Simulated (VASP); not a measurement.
Write the native input for VASP 6.6.1 that does the following.

```
Task                   : single point
Functional             : PBEsol
Potentials or basis    : VASP PAW PBE potentials, release 64 (Cu_sv_GW)
Cutoff                 : 820 eV
k mesh                 : 24 × 24 × 12
Occupations            : gaussian, width 0.15 eV
Spin                   : no spin polarisation
Dipole correction      : no
Further INCAR settings : ALGO = Normal; EDIFF = 1e-06; NBANDS = 26
```

The structure of Cu lies in POSCAR:

```
Cu
1.0
    2.4513792691      0.0000000000      0.0000000000
   -1.2256896346      2.1229567214      0.0000000000
    0.0000000000      0.0000000000      4.0033264879
Cu
2
Direct
    0.3333333333      0.6666666667      0.2500000000
    0.6666666667      0.3333333333      0.7500000000
```

This isn't the form of Cu at room conditions, which is fcc.

The input as run:

INCAR

```
ALGO = Normal
EDIFF = 1E-6
ENCUT = 820
GGA = PS
GGA_COMPAT = False
ISIF = 2
ISMEAR = 0
LASPH = True
LCHARG = True
LELF = True
LREAL = False
LVHAR = True
LWAVE = False
NBANDS = 26
NELM = 120
PREC = Accurate
SIGMA = 0.15
```

KPOINTS

```
k-points
0
Gamma
  24 24 12
```

Potentials or basis: VASP PAW PBE potentials, release 64 (Cu_sv_GW).

Launch:

```bash
$ cat potpaw_PBE.64/Cu_sv_GW/POTCAR > POTCAR
$ mpirun -np 1 vasp_std > vasp.out
```

It gave:

```yaml
Pressure: 15.6 GPa
Band_gap_on_the_k_mesh: zero (bands 19 and 20 overlap by 6.42 eV)
```

Caveat: the cell stands under pressure; the PAW data sets were made with another functional, which shifts forces and pressure a little.

Wall time 5.7 min on 1 thread of Intel(R) Xeon(R) Platinum 8259CL CPU @ 2.50GHz (Skylake/Cascade Lake), on a shared host, peak memory 0.52 GiB.
